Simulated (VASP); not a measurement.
Runs of VASP 6.6.1 on MoH6. The structure is that of space group Pm-3m (No. 221), or close to it. The cells are those of the table. 

| task | cell | gap on the mesh (eV) | pressure (GPa) | largest force (eV/Å) |
| --- | --- | --- | --- | --- |
| single point | a = 3.248 Å, 7 atoms | none | -0.5 | (a) |
| single point | a = 3.473 Å, 7 atoms | none | (b) | - |
| relaxation of cell and atoms | relaxed from a = 4.031 Å, 7 atoms | none | 0.1 | - |
| single point | a = 3.247 Å, 7 atoms | none | -0.1 | 0.06 |

Alike in all rows: level PBE; potentials or basis VASP PAW PBE potentials, release 64 (H, Mo_sv); no spin polarisation; k mesh 3 × 3 × 3; cutoff (eV) 500; smearing gaussian 0.15 eV.

Task: Fill in the values left out.

Result: (a) 0.01; (b) -0.4.

Caveats: all runs use coarse meshes; the relaxation stopped at a loose force limit of 0.08 eV/Å, so its end isn't a converged minimum (some runs).

A k mesh can miss the band edges, and the runs leave out spin-orbit coupling on Mo.

A gap of «none» marks levels without a gap at the run's occupations.
